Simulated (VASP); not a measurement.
# As (Fm-3m) in VASP: notebook

The runs below take As through single point, relaxation of cell and atoms, with BLYP.

Program: VASP 6.6.1. These are calculated values, not measurements. Logs are shortened: lines on timing, memory, paths and dates and some standing lists are left out, and cuts for length are marked.

### 1 The cell of the first run

Symmetry: Fm-3m, No. 225, cubic system. The conventional cell has a = 4.410 Å, b = 4.410 Å, c = 4.410 Å, α = 90.00°, β = 90.00°, γ = 90.00°. Within 4.1 Å of As (site symmetry m-3m) lie 12 As at 3.12 Å.

This isn't the form of As at room conditions, which is rhombohedral.

### 2 Single point, BLYP

The input, INCAR:

```
PREC = Accurate ; ENCUT = 500
EDIFF = 1E-6 ; ISMEAR = -1
SIGMA = 0.1 ; LREAL = False
LASPH = True ; NELM = 120
ALGO = Normal ; ISIF = 2
LWAVE = False ; LCHARG = False
GGA = B5 ; ALDAX = 1.0
AGGAX = 1.0 ; AGGAC = 1.0
ALDAC = 0.0 ; NBANDS = 8
GGA_COMPAT = False
```

The input, KPOINTS:

```
regular mesh
0
Gamma
  13 13 13
```

The input, POSCAR:

```
As
1.0
    0.0000000000      2.2051013431      2.2051013431
    2.2051013431      0.0000000000      2.2051013431
    2.2051013431      2.2051013431      0.0000000000
As
1
Direct
    0.0000000000      0.0000000000      0.0000000000
```

Potentials or basis: VASP PAW PBE potentials, release 64 (As).

On the command line:

```
$ cat potpaw_PBE.64/As/POTCAR > POTCAR
$ mpirun -np 1 vasp_std > vasp.out
```

OUTCAR:

```text
PREC = Accurate
   ENCUT = 500
   EDIFF = 1E-6
   ISMEAR = -1
   LREAL = False
   LASPH = True
   NELM = 120
   ISIF = 2
   GGA = B5

 ion  position               nearest neighbor table
   1  0.000  0.000  0.000-

  LATTYP: Found a face centered cubic cell.
 ALAT       =     4.4102026862

  Lattice vectors:

 A1 = (   0.0000000000,   2.2051013431,   2.2051013431)
 A2 = (   2.2051013431,   0.0000000000,   2.2051013431)
 A3 = (   2.2051013431,   2.2051013431,   0.0000000000)

Analysis of symmetry for initial positions (statically):
=====================================================================
 Subroutine PRICEL returns:
 Original cell was already a primitive cell.

 Routine SETGRP: Setting up the symmetry group for a
 face centered cubic supercell.

 Subroutine GETGRP returns: Found 48 space group operations
 (whereof 48 operations were pure point group operations)
 out of a pool of 48 trial point group operations.

The static configuration has the point symmetry O_h .

Analysis of symmetry for dynamics (positions and initial velocities):
=====================================================================
 Subroutine PRICEL returns:
 Original cell was already a primitive cell.

 Routine SETGRP: Setting up the symmetry group for a
 face centered cubic supercell.

 Subroutine GETGRP returns: Found 48 space group operations
 (whereof 48 operations were pure point group operations)
 out of a pool of 48 trial point group operations.

The dynamic configuration has the point symmetry O_h .

 Subroutine INISYM returns: Found 48 space group operations
 (whereof 48 operations are pure point group operations),
 and found     1 'primitive' translations

----------------------------------------------------------------------------------------

                                     Primitive cell

  volume of cell :      21.4445

  direct lattice vectors                    reciprocal lattice vectors
     0.000000000  2.205101343  2.205101343    -0.226746948  0.226746948  0.226746948
     2.205101343  0.000000000  2.205101343     0.226746948 -0.226746948  0.226746948
     2.205101343  2.205101343  0.000000000     0.226746948  0.226746948 -0.226746948

  length of vectors
     3.118484226  3.118484226  3.118484226     0.392737235  0.392737235  0.392737235

  position of ions in fractional coordinates (direct lattice)
     0.000000000  0.000000000  0.000000000
[... 75 lines left out ...]
   NELM   =    120;   NELMIN=  2; NELMDL= -5     # of ELM steps
   EDIFF  = 0.1E-05   stopping-criterion for ELM
   LREAL  =      F    real-space projection
   EDIFFG = 0.1E-04   stopping-criterion for IOM
   NSW    =      0    number of steps for IOM
   IBRION =     -1    ionic relax: 0-MD 1-quasi-New 2-CG
   NFREE  =      0    steps in history (QN), initial steepest desc. (CG)
   ISIF   =      2    stress and relaxation
   ISYM   =      2    0-nonsym 1-usesym 2-fastsym
   POTIM  = 0.5000    time-step for ionic-motion
   TEBEG  =    0.0;   TEEND  =   0.0 temperature during run
   PSTRESS=    0.0 pullay stress
   NELECT =       5.0000    total number of electrons
   NUPDOWN=      -1.0000    fix difference up-down
   EMIN   =  10.00;   EMAX   =-10.00  energy-range for DOS
   EFERMI =   0.00;   METHOD = LEGACY
   ISMEAR =    -1;   SIGMA  =   0.10  broadening in eV -4-tet -1-fermi 0-gaus
   EFERMI_NEDOS =   21; number of points for ismear=-14 and -15
   IALGO  =     38    algorithm
   IMIX   =      4    mixing-type and parameters
     AMIX     =   0.40;   BMIX     =  1.00
     AMIX_MAG =   1.60;   BMIX_MAG =  1.00
  volume/ion in A,a.u.               =      21.44       144.71
  Fermi-wavevector in a.u.,A,eV,Ry     =   1.007611  1.904109 13.813725  1.015280
  Thomas-Fermi vector in A             =   2.140427
   LORBIT       =      0    0 simple, 1 ext, 2 COOP (PROOUT), +10 PAW based schemes
   GGA     = B5    functional components
   LHFCALC =     F    Hartree Fock is set to
   AEXX    =    0.0000 exact exchange contribution
   IVDW    =     0    specifies the selected vdW correction
   LEPSILON=     F    determine dielectric tensor
   LRPA    =     F    only Hartree local field effects (RPA)
 non-spin polarized calculation
  energy-cutoff  :      500.00
  volume of cell :       21.44
 maximum number of plane-waves:       556
   NGX = 11   NGY = 11   NGZ = 11

 number of electron       5.0000000 magnetization

 Free energy of the ion-electron system (eV)
  ---------------------------------------------------
  ext. energy  EPLUGINS =         0.00000000
  ---------------------------------------------------
  free energy    TOTEN  =        -3.27940642 eV

  energy without entropy =       -3.25372361  energy(sigma->0) =       -3.26656502

 E-fermi :   5.6790     XC(G=0):  -9.5738

 val. band max:        5.6636481723   @ k =   0.4615   0.3846   0.0000
 cond. band min:       5.6917375426   @ k =  -0.4615   0.4615   0.0769
 fundamental gap:      0.0280893702
 Fermi energy:         5.6789589470

 k-point     1 :       0.0000    0.0000    0.0000
  band No.  band energies     occupation
      1      -8.4461      2.00000
      2      10.3990      0.00000
      3      10.3990      0.00000
      4      10.3990      0.00000
      5      17.7396      0.00000
      6      17.7396      0.00000
      7      17.7396      0.00000
      8      18.3130      0.00000
[... 243 lines left out ...]
 k-point    24 :       0.4615    0.1538    0.0000
  band No.  band energies     occupation
      1      -5.0322      2.00000
      2       1.1739      2.00000
      3       6.9939      0.00000
      4       8.0249      0.00000
      5      14.2401      0.00000
      6      17.5976      0.00000
      7      18.9552      0.00000
      8      21.4217      0.00000

 [... further k-points ...]

------------------------ aborting loop because EDIFF is reached ----------------------------------------

  FORCE on cell =-STRESS in cart. coord.  units (eV):
  Direction    XX          YY          ZZ          XY          YZ          ZX
  --------------------------------------------------------------------------------------
  -------------------------------------------------------------------------------------
  Total        0.0248363      0.0248363      0.0248363     -0.0000000      0.0000000     -0.0000000
  in kB        1.8555880      1.8555880      1.8555880     -0.0000000      0.0000000     -0.0000000
  external PRESSURE =       1.8555880 kB  Pullay stress =       0.0000000 kB

 VOLUME and BASIS-vectors are now :
 -----------------------------------------------------------------------------
  energy-cutoff  :      500.00
  volume of cell :       21.44
      direct lattice vectors                 reciprocal lattice vectors
     0.000000000  2.205101343  2.205101343    -0.226746948  0.226746948  0.226746948
     2.205101343  0.000000000  2.205101343     0.226746948 -0.226746948  0.226746948
     2.205101343  2.205101343  0.000000000     0.226746948  0.226746948 -0.226746948

 POSITION                                       TOTAL-FORCE (eV/Angst)
 -----------------------------------------------------------------------------------
      0.00000      0.00000      0.00000        -0.000000      0.000000      0.000000
 -----------------------------------------------------------------------------------
    total drift:                                0.000000      0.000000     -0.000000

  FREE ENERGIE OF THE ION-ELECTRON SYSTEM (eV)
  ---------------------------------------------------
  free  energy   TOTEN  =        -3.2794064221 eV

  energy  without entropy=       -3.2537236104  energy(sigma->0) =       -3.26656502
```

OSZICAR:

```text
N       E                     dE             d eps       ncg     rms          rms(c)
DAV:   1     0.301431542492E+01    0.30143E+01   -0.19402E+03  1360   0.448E+02
DAV:   2    -0.321390158188E+01   -0.62282E+01   -0.60297E+01  1944   0.478E+01
DAV:   3    -0.327830606931E+01   -0.64404E-01   -0.64073E-01  1528   0.517E+00
DAV:   4    -0.327836640711E+01   -0.60338E-04   -0.60336E-04  2160   0.180E-01
DAV:   5    -0.327836641512E+01   -0.80163E-08   -0.85769E-08  1560   0.149E-03    0.142E+00
DAV:   6    -0.327881391111E+01   -0.44750E-03   -0.49478E-04  1776   0.143E-01    0.842E-01
DAV:   7    -0.327937695843E+01   -0.56305E-03   -0.12041E-03  1576   0.231E-01    0.301E-02
DAV:   8    -0.327940624322E+01   -0.29285E-04   -0.39352E-05  1968   0.466E-02    0.485E-03
DAV:   9    -0.327940642206E+01   -0.17884E-06   -0.40760E-07  1528   0.518E-03
   1 F= -.32794064E+01 E0= -.32665650E+01  d E =-.256828E-01
```

Run time: 10 s. Hardware: 1 thread of Intel Xeon 6975P-C (Granite Rapids), shared host; peak memory 0.14 GiB.

Results:

| Item | Value |
| --- | --- |
| Free energy | -3.2794 eV |
| Pressure | 0.2 GPa |
| Band gap on the k mesh | zero (an odd number of electrons rules out a gap without spin polarisation) |

Levels at points of the mesh, in eV from the Fermi level:
| k point | band 1 | band 2 | band 3 | band 4 | band 5 | band 6 | band 7 |
| --- | --- | --- | --- | --- | --- | --- | --- |
| (0.00, 0.00, 0.00) | -14.13 | 4.72 | 4.72 | 4.72 | 12.06 | 12.06 | 12.06 |

Caveat: the PAW data sets were made with another functional, which shifts forces and pressure a little.

### 3 Relaxation of cell and atoms, BLYP

This run uses another cell than the first one, of 18.30 Å³/atom.

The input, INCAR:

```
  AGGAC = 1.0
  AGGAX = 1.0
  ALDAC = 0.0
  ALDAX = 1.0
  ALGO = Normal
  EDIFF = 1E-7
  EDIFFG = -0.01
  ENCUT = 500
  GGA = B5
  GGA_COMPAT = False
  IBRION = 2
  ISIF = 3
  ISMEAR = -1
  LASPH = True
  LCHARG = False
  LREAL = False
  LWAVE = False
  NELM = 120
  NELMIN = 4
  NSW = 80
  PREC = Accurate
  SIGMA = 0.1
```

The input, KPOINTS:

```
k-points
0
Gamma
  13 13 13
```

The input, POSCAR:

```
As
1.0
    0.0000000000      2.0916114635      2.0916114635
    2.0916114635      0.0000000000      2.0916114635
    2.0916114635      2.0916114635      0.0000000000
As
1
Direct
    0.0000000000      0.0000000000      0.0000000000
```

Potentials or basis: VASP PAW PBE potentials, release 64 (As).

On the command line:

```
$ cat potpaw_PBE.64/As/POTCAR > POTCAR
$ mpirun -np 1 vasp_std > vasp.out
```

Run time: 40 s. Hardware: 1 thread of Intel Xeon 6975P-C (Granite Rapids), shared host; peak memory 0.15 GiB.

The run converged. Its results:

```
Free energy                           : -3.2793 eV
Relaxed volume                        : 21.51 Å³/atom
Relaxed cell                          : a = 3.122 Å, b = 3.122 Å, c = 3.122 Å, α = 60.00°, β = 60.00°, γ = 60.00°
Space group after relaxing (to 0.1 Å) : Fm-3m (No. 225)
Energy gained by relaxing             : 118.8 meV/atom
Ionic steps                           : 5
Pressure after relaxing               : 0.0 GPa
Band gap on the k mesh                : zero (an odd number of electrons rules out a gap without spin polarisation)
```

Step by step:
| step | energy change (eV) | largest force (eV/Å) | pressure (GPa) | volume (Å³) |
| --- | --- | --- | --- | --- |
| 1 | 0.0000 | 0.0000 | 13.75 | 18.30 |
| 2 | -0.1060 | 0.0000 | -3.05 | 22.78 |
| 3 | -0.1187 | 0.0000 | 0.10 | 21.47 |
| 4 | -0.1187 | 0.0000 | -0.08 | 21.54 |
| 5 | -0.1188 | 0.0000 | 0.01 | 21.51 |

Final structure:
```yaml
crystal:
  lattice:
    - [0.00000, 2.20731, 2.20731]
    - [2.20731, 0.00000, 2.20731]
    - [2.20731, 2.20731, 0.00000]
  atoms:
    - { symbol: As, position: [0.00000, 0.00000, 0.00000] }
```

Levels at points of the mesh, in eV from the Fermi level:
```
           k point  band 1  band 2  band 3  band 4  band 5  band 6
(0.00, 0.00, 0.00)  -14.10    4.70    4.70    4.70   12.05   12.59
```

Caveat: the volume moved by over 15 % at a fixed basis, so the end points are rough; the PAW data sets were made with another functional, which shifts forces and pressure a little.
